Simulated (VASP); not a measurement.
Input of a VASP 6.6.1 run:

Contents of INCAR:

```
SYSTEM = Hf
ALGO     = Fast           ! electronic algorithm
EDIFF    = 1E-7           ! SCF threshold, eV
ENCUT    = 520            ! plane-wave cutoff, eV
GGA      = PS             ! functional
ISIF     = 2              ! what is computed and relaxed
ISMEAR   = 0              ! smearing method
LASPH    = .TRUE.         ! aspherical terms in the spheres
LCHARG   = .TRUE.         ! write CHGCAR
LELF     = .TRUE.         ! ELF
LREAL    = .FALSE.        ! projectors in reciprocal space
LVHAR    = .TRUE.       
LWAVE    = .FALSE.        ! write WAVECAR
NBANDS   = 17             ! bands
NELM     = 100            ! most SCF steps
PREC     = Accurate       ! precision mode
SIGMA    = 0.15           ! smearing width, eV
```

Contents of KPOINTS:

```
k-points
0
G
  18 18 10
  0 0 0
```

File POSCAR:

```
Hf
1.0
    3.2393000000      0.0000000000      0.0000000000
   -1.6196500000      2.8053160905      0.0000000000
    0.0000000000      0.0000000000      4.6965000000
Hf
2
Direct
    0.3333333333      0.6666666667      0.2500000000
    0.6666666667      0.3333333333      0.7500000000
```

Potentials or basis: VASP PAW PBE potentials, release 64 (Hf_pv).

Launch:

```bash
$ cat potpaw_PBE.64/Hf_pv/POTCAR > POTCAR
$ mpirun -np 1 vasp_std > vasp.out
```

Task: What does it give for the pressure?

Result: 1.8 GPa.

Task: Estimate the band gap on the k mesh.

Result: Zero (bands 10 and 11 overlap by 1.45 eV).

Stress tensor (GPa, compression positive):
```
-2.01  0.00  0.00
 0.00 -2.01  0.00
 0.00  0.00  9.30
```

Caveat: the stress differs along the axes, from -2 to 9 GPa; the PAW data sets were made with another functional, which shifts forces and pressure a little; spin-orbit coupling is left out, which moves the levels of the heavy elements.
